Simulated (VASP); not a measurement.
# CdTe (rocksalt type) (Fm-3m) in VASP: further runs

The runs below take CdTe (rocksalt type) through single point, with LDA.

Everything below comes from runs of VASP 6.6.1. Logs are shortened: lines on timing, memory, paths and dates and some standing lists are left out, and cuts for length are marked.

**1. The cell of the first run**

The structure is cubic, space group Fm-3m (No. 225). The conventional cell has a = 5.810 Å, b = 5.810 Å, c = 5.810 Å, α = 90.00°, β = 90.00°, γ = 90.00°. Within 3.8 Å of Cd (site symmetry m-3m) lie 6 Te at 2.91 Å. Within 3.8 Å of Te (site symmetry m-3m) lie 6 Cd at 2.91 Å.

**2. Single point, LDA (24.52 Å³/atom)**

The input, INCAR:

```
SYSTEM = CdTe
PREC = Accurate
ENCUT = 520
EDIFF = 1E-6
ISMEAR = -1
SIGMA = 0.05
LREAL = .FALSE.
LASPH = .TRUE.
NELM = 100
ALGO = Normal
ISIF = 2
LWAVE = .FALSE.
LCHARG = .FALSE.
NBANDS = 16
```

The input, KPOINTS:

```
Automatic mesh
0
G
  13 13 13
  0 0 0
```

The input, POSCAR:

```
CdTe
1.0
    0.0000000000      2.9050399181      2.9050399181
    2.9050399181      0.0000000000      2.9050399181
    2.9050399181      2.9050399181      0.0000000000
Cd Te
1 1
Direct
    0.0000000000      0.0000000000      0.0000000000
    0.5000000000      0.5000000000      0.5000000000
```

Potentials or basis: VASP PAW LDA potentials, release 64 (Cd, Te).

The run is started by

```console
> cat potpaw_LDA.64/Cd/POTCAR potpaw_LDA.64/Te/POTCAR > POTCAR
> mpirun -np 1 vasp_std > vasp.out
```

OUTCAR:

```text
SYSTEM = CdTe
   PREC = Accurate
   ENCUT = 520
   EDIFF = 1E-6
   ISMEAR = -1
   LREAL = .FALSE.
   LASPH = .TRUE.
   NELM = 100
   ISIF = 2

 ion  position               nearest neighbor table
   1  0.000  0.000  0.000-   2 2.91   2 2.91   2 2.91   2 2.91   2 2.91   2 2.91
   2  0.500  0.500  0.500-   1 2.91   1 2.91   1 2.91   1 2.91   1 2.91   1 2.91

  LATTYP: Found a face centered cubic cell.
 ALAT       =     5.8100798362

  Lattice vectors:

 A1 = (   0.0000000000,   2.9050399181,   2.9050399181)
 A2 = (   2.9050399181,   0.0000000000,   2.9050399181)
 A3 = (   2.9050399181,   2.9050399181,   0.0000000000)

Analysis of symmetry for initial positions (statically):
=====================================================================
 Subroutine PRICEL returns:
 Original cell was already a primitive cell.

 Routine SETGRP: Setting up the symmetry group for a
 face centered cubic supercell.

 Subroutine GETGRP returns: Found 48 space group operations
 (whereof 48 operations were pure point group operations)
 out of a pool of 48 trial point group operations.

The static configuration has the point symmetry O_h .

Analysis of symmetry for dynamics (positions and initial velocities):
=====================================================================
 Subroutine PRICEL returns:
 Original cell was already a primitive cell.

 Routine SETGRP: Setting up the symmetry group for a
 face centered cubic supercell.

 Subroutine GETGRP returns: Found 48 space group operations
 (whereof 48 operations were pure point group operations)
 out of a pool of 48 trial point group operations.

The dynamic configuration has the point symmetry O_h .

 Subroutine INISYM returns: Found 48 space group operations
 (whereof 48 operations are pure point group operations),
 and found     1 'primitive' translations

----------------------------------------------------------------------------------------

                                     Primitive cell

  volume of cell :      49.0328

  direct lattice vectors                    reciprocal lattice vectors
     0.000000000  2.905039918  2.905039918    -0.172114675  0.172114675  0.172114675
     2.905039918  0.000000000  2.905039918     0.172114675 -0.172114675  0.172114675
     2.905039918  2.905039918  0.000000000     0.172114675  0.172114675 -0.172114675

  length of vectors
     4.108346851  4.108346851  4.108346851     0.298111361  0.298111361  0.298111361

  position of ions in fractional coordinates (direct lattice)
     0.000000000  0.000000000  0.000000000
     0.500000000  0.500000000  0.500000000

  ion indices of the primitive-cell ions
   primitive index   ion index
                 1           1
                 2           2

----------------------------------------------------------------------------------------

 KPOINTS: Automatic mesh

Automatic generation of k-mesh.
 Grid dimensions read from file:
 generate k-points for:   13   13   13

 Generating k-lattice:

  Cartesian coordinates                     Fractional coordinates (reciprocal lattice)
    -0.013239590  0.013239590  0.013239590     0.076923077  0.000000000  0.000000000
     0.013239590 -0.013239590  0.013239590     0.000000000  0.076923077  0.000000000
     0.013239590  0.013239590 -0.013239590     0.000000000  0.000000000  0.076923077

  Length of vectors
     0.022931643  0.022931643  0.022931643

  Shift w.r.t. Gamma in fractional coordinates (k-lattice)
     0.000000000  0.000000000  0.000000000

 Subroutine IBZKPT returns following result:
 ===========================================

 Found     84 irreducible k-points:

 Following reciprocal coordinates:
            Coordinates               Weight
  0.000000  0.000000  0.000000      1.000000
  0.076923  0.000000  0.000000      8.000000
  0.153846  0.000000  0.000000      8.000000
  0.230769  0.000000  0.000000      8.000000
  0.307692  0.000000  0.000000      8.000000
  0.384615  0.000000  0.000000      8.000000
[... 16 lines left out ...]
  0.384615  0.153846  0.000000     24.000000
  0.461538  0.153846  0.000000     24.000000
 [... further k-points ...]
   k-points           NKPTS =     84   k-points in BZ     NKDIM =     84   number of bands    NBANDS=     16
   number of dos      NEDOS =    301   number of ions     NIONS =      2
   total plane-waves  NPLWV =  32768
   dimension x,y,z NGX =    32 NGY =   32 NGZ =   32
   dimension x,y,z NGXF=    64 NGYF=   64 NGZF=   64
   ions per type =               1   1
   NGX,Y,Z   is equivalent  to a cutoff of  12.95, 12.95, 12.95 a.u.
   NGXF,Y,Z  is equivalent  to a cutoff of  25.90, 25.90, 25.90 a.u.
 SYSTEM =  CdTe
   PREC   = accura    normal or accurate (medium, high low for compatibility)
   ISTART =      0    job   : 0-new  1-cont  2-samecut
   ICHARG =      2    charge: 1-file 2-atom 10-const
   ISPIN  =      1    spin polarized calculation?
   LNONCOLLINEAR =      F non collinear calculations
   LSORBIT =      F    spin-orbit coupling
   LASPH  =      T    aspherical Exc in radial PAW
   ENCUT  =  520.0 eV  38.22 Ry    6.18 a.u.   7.64  7.64  7.64*2*pi/ulx,y,z
   NELM   =    100;   NELMIN=  2; NELMDL= -5     # of ELM steps
   EDIFF  = 0.1E-05   stopping-criterion for ELM
   LREAL  =      F    real-space projection
   EDIFFG = 0.1E-04   stopping-criterion for IOM
   NSW    =      0    number of steps for IOM
   IBRION =     -1    ionic relax: 0-MD 1-quasi-New 2-CG
   NFREE  =      0    steps in history (QN), initial steepest desc. (CG)
   ISIF   =      2    stress and relaxation
   ISYM   =      2    0-nonsym 1-usesym 2-fastsym
   POTIM  = 0.5000    time-step for ionic-motion
   TEBEG  =    0.0;   TEEND  =   0.0 temperature during run
   PSTRESS=    0.0 pullay stress
   NELECT =      18.0000    total number of electrons
   NUPDOWN=      -1.0000    fix difference up-down
   EMIN   =  10.00;   EMAX   =-10.00  energy-range for DOS
   EFERMI =   0.00;   METHOD = LEGACY
   ISMEAR =    -1;   SIGMA  =   0.05  broadening in eV -4-tet -1-fermi 0-gaus
   EFERMI_NEDOS =   21; number of points for ismear=-14 and -15
   IALGO  =     38    algorithm
   IMIX   =      4    mixing-type and parameters
     AMIX     =   0.40;   BMIX     =  1.00
     AMIX_MAG =   1.60;   BMIX_MAG =  1.00
  volume/ion in A,a.u.               =      24.52       165.44
  Fermi-wavevector in a.u.,A,eV,Ry     =   1.172205  2.215146 18.695283  1.374065
  Thomas-Fermi vector in A             =   2.308637
   LORBIT       =      0    0 simple, 1 ext, 2 COOP (PROOUT), +10 PAW based schemes
   GGA     = CA    functional components
   LHFCALC =     F    Hartree Fock is set to
   AEXX    =    0.0000 exact exchange contribution
   IVDW    =     0    specifies the selected vdW correction
   LEPSILON=     F    determine dielectric tensor
   LRPA    =     F    only Hartree local field effects (RPA)
 non-spin polarized calculation
  energy-cutoff  :      520.00
  volume of cell :       49.03
 maximum number of plane-waves:      1363
   NGX = 15   NGY = 15   NGZ = 15

 number of electron      18.0000003 magnetization

 Free energy of the ion-electron system (eV)
  ---------------------------------------------------
  ext. energy  EPLUGINS =         0.00000000
  ---------------------------------------------------
  free energy    TOTEN  =        -5.78206925 eV

  energy without entropy =       -5.77564204  energy(sigma->0) =       -5.77885565

 E-fermi :   5.3878     XC(G=0): -10.6892

 val. band max:        5.3829584261   @ k =  -0.2308   0.2308   0.0000
 cond. band min:       5.4133497921   @ k =  -0.3077   0.1538   0.0000
 fundamental gap:      0.0303913661
 Fermi energy:         5.3878355405

 k-point     1 :       0.0000    0.0000    0.0000
  band No.  band energies     occupation
      1      -7.2551      2.00000
      2      -3.2698      2.00000
      3      -3.2698      2.00000
      4      -3.2174      2.00000
      5      -3.2174      2.00000
      6      -3.2174      2.00000
[... 8 lines left out ...]
     15      13.4338      0.00000
     16      13.4338      0.00000

 k-point     2 :       0.0769    0.0000    0.0000
  band No.  band energies     occupation
      1      -7.1942      2.00000
      2      -3.2825      2.00000
      3      -3.2825      2.00000
      4      -3.2215      2.00000
      5      -3.2118      2.00000
      6      -3.2118      2.00000
[... 8 lines left out ...]
     15      13.1527      0.00000
     16      13.2821      0.00000

 k-point     3 :       0.1538    0.0000    0.0000
  band No.  band energies     occupation
      1      -7.0158      2.00000
      2      -3.3209      2.00000
      3      -3.3209      2.00000
      4      -3.2344      2.00000
      5      -3.1925      2.00000
      6      -3.1925      2.00000
[... 8 lines left out ...]
     15      13.3194      0.00000
     16      13.3194      0.00000

 k-point     4 :       0.2308    0.0000    0.0000
  band No.  band energies     occupation
      1      -6.7352      2.00000
      2      -3.3764      2.00000
      3      -3.3764      2.00000
      4      -3.2583      2.00000
      5      -3.1628      2.00000
      6      -3.1628      2.00000
[... 8 lines left out ...]
     15      13.8830      0.00000
     16      13.8830      0.00000

 k-point     5 :       0.3077    0.0000    0.0000
  band No.  band energies     occupation
      1      -6.3851      2.00000
      2      -3.4347      2.00000
      3      -3.4347      2.00000
      4      -3.2971      2.00000
      5      -3.1304      2.00000
      6      -3.1304      2.00000
[... 8 lines left out ...]
     15      14.6785      0.00000
     16      14.6785      0.00000

 k-point     6 :       0.3846    0.0000    0.0000
  band No.  band energies     occupation
      1      -6.0311      2.00000
      2      -3.4822      2.00000
      3      -3.4822      2.00000
      4      -3.3527      2.00000
      5      -3.1031      2.00000
      6      -3.1031      2.00000
[... 8 lines left out ...]
     15      15.6485      0.00000
     16      15.6485      0.00000

 k-point     7 :       0.4615    0.0000    0.0000
  band No.  band energies     occupation
      1      -5.7895      2.00000
      2      -3.5088      2.00000
      3      -3.5088      2.00000
      4      -3.4048      2.00000
      5      -3.0875      2.00000
      6      -3.0875      2.00000
[... 8 lines left out ...]
     15      16.6342      0.00000
     16      16.6342      0.00000

 k-point     8 :       0.0769    0.0769    0.0000
  band No.  band energies     occupation
      1      -7.1748      2.00000
      2      -3.3041      2.00000
      3      -3.2653      2.00000
      4      -3.2238      2.00000
      5      -3.2103      2.00000
      6      -3.2103      2.00000
[... 8 lines left out ...]
     15      13.9362      0.00000
     16      13.9362      0.00000

 k-point     9 :       0.1538    0.0769    0.0000
  band No.  band energies     occupation
      1      -7.0385      2.00000
      2      -3.3437      2.00000
      3      -3.2790      2.00000
      4      -3.2329      2.00000
      5      -3.1983      2.00000
      6      -3.1931      2.00000
[... 8 lines left out ...]
     15      13.9247      0.00000
     16      14.0850      0.00000
[... 172 lines left out ...]
 k-point    19 :      -0.0769    0.0769    0.0000
  band No.  band energies     occupation
      1      -7.0950      2.00000
      2      -3.3181      2.00000
      3      -3.2885      2.00000
      4      -3.2277      2.00000
      5      -3.2053      2.00000
      6      -3.1974      2.00000
[... 8 lines left out ...]
     15      13.6820      0.00000
     16      13.7062      0.00000

 k-point    20 :       0.1538    0.1538    0.0000
  band No.  band energies     occupation
      1      -6.9517      2.00000
      2      -3.3755      2.00000
      3      -3.2530      2.00000
      4      -3.2416      2.00000
      5      -3.1884      2.00000
      6      -3.1884      2.00000
[... 8 lines left out ...]
     15      14.9975      0.00000
     16      14.9975      0.00000

 k-point    21 :       0.2308    0.1538    0.0000
  band No.  band energies     occupation
      1      -6.7652      2.00000
      2      -3.4030      2.00000
      3      -3.2682      2.00000
      4      -3.2534      2.00000
      5      -3.1697      2.00000
      6      -3.1606      2.00000
[... 8 lines left out ...]
     15      15.1587      0.00000
     16      15.2510      0.00000

 k-point    22 :       0.3077    0.1538    0.0000
  band No.  band energies     occupation
      1      -6.5026      2.00000
      2      -3.4142      2.00000
      3      -3.3132      2.00000
      4      -3.2667      2.00000
      5      -3.1425      2.00000
      6      -3.1237      2.00000
[... 8 lines left out ...]
     15      15.3752      0.00000
     16      15.7322      0.00000

 k-point    23 :       0.3846    0.1538    0.0000
  band No.  band energies     occupation
      1      -6.2074      2.00000
      2      -3.3990      2.00000
      3      -3.3697      2.00000
      4      -3.2838      2.00000
      5      -3.1069      2.00000
      6      -3.0937      2.00000
[... 8 lines left out ...]
     15      16.1522      0.00000
     16      16.5302      0.00000

 k-point    24 :       0.4615    0.1538    0.0000
  band No.  band energies     occupation
      1      -5.9497      2.00000
      2      -3.4243      2.00000
      3      -3.3606      2.00000
      4      -3.3076      2.00000
      5      -3.0774      2.00000
      6      -3.0667      2.00000
[... 8 lines left out ...]
     15      17.1668      0.00000
     16      17.2060      0.00000

 [... further k-points ...]
[... 5 lines left out ...]
  --------------------------------------------------------------------------------------
  -------------------------------------------------------------------------------------
  Total        1.5258166      1.5258166      1.5258166      0.0000000      0.0000000     -0.0000000
  in kB       49.8570539     49.8570539     49.8570539      0.0000000      0.0000000     -0.0000000
  external PRESSURE =      49.8570539 kB  Pullay stress =       0.0000000 kB

 VOLUME and BASIS-vectors are now :
 -----------------------------------------------------------------------------
  energy-cutoff  :      520.00
  volume of cell :       49.03
      direct lattice vectors                 reciprocal lattice vectors
     0.000000000  2.905039918  2.905039918    -0.172114675  0.172114675  0.172114675
     2.905039918  0.000000000  2.905039918     0.172114675 -0.172114675  0.172114675
     2.905039918  2.905039918  0.000000000     0.172114675  0.172114675 -0.172114675

 POSITION                                       TOTAL-FORCE (eV/Angst)
 -----------------------------------------------------------------------------------
      0.00000      0.00000      0.00000        -0.000000      0.000000      0.000000
      2.90504      2.90504      2.90504         0.000000     -0.000000     -0.000000
 -----------------------------------------------------------------------------------
    total drift:                                0.000000     -0.000000     -0.000000

  FREE ENERGIE OF THE ION-ELECTRON SYSTEM (eV)
  ---------------------------------------------------
  free  energy   TOTEN  =        -5.7820692520 eV

  energy  without entropy=       -5.7756420380  energy(sigma->0) =       -5.77885565
```

Wall time 61 s (1 thread of Intel Xeon 8259CL, shared host); peak memory 0.2 GiB.

Results:

```
Free energy            : -5.7821 eV
Pressure               : 5.0 GPa
Band gap on the k mesh : zero (bands 9 and 10 overlap by 1.59 eV)
```

Caveat: the cell stands under pressure; spin-orbit coupling is left out, which moves the levels of the heavy elements.

**3. Single point, LDA (24.52 Å³/atom)**

The input, INCAR:

```
ALGO = Normal
EDIFF = 1E-7
ENCUT = 520
GGA = CA
ISIF = 2
ISMEAR = -1
LASPH = True
LCHARG = True
LELF = True
LREAL = False
LVHAR = True
LWAVE = False
NBANDS = 16
NELM = 80
PREC = Accurate
SIGMA = 0.05
```

The input, KPOINTS:

```
k-points
0
Gamma
  13 13 13
```

POSCAR is that of step 2.

Potentials or basis: VASP PAW LDA potentials, release 64 (Cd, Te).

The run is started by

```console
> cat potpaw_LDA.64/Cd/POTCAR potpaw_LDA.64/Te/POTCAR > POTCAR
> mpirun -np 1 vasp_std > vasp.out
```

Wall time 62 s (1 thread of Intel Xeon 8259CL, shared host); peak memory 0.2 GiB.

It converged, with:

| Item | Value |
| --- | --- |
| Free energy | -5.7821 eV |
| Pressure | 5.0 GPa |
| Band gap on the k mesh | zero (bands 9 and 10 overlap by 1.60 eV) |

Levels at points of the mesh, in eV from the Fermi level:
```csv
k point,band 6,band 7,band 8,band 9,band 10,band 11,band 12,band 13
"(0.00, 0.00, 0.00)",-8.61,-0.60,-0.60,-0.60,0.98,7.19,7.19,7.19
```

Caveat: the cell stands under pressure; spin-orbit coupling is left out, which moves the levels of the heavy elements.
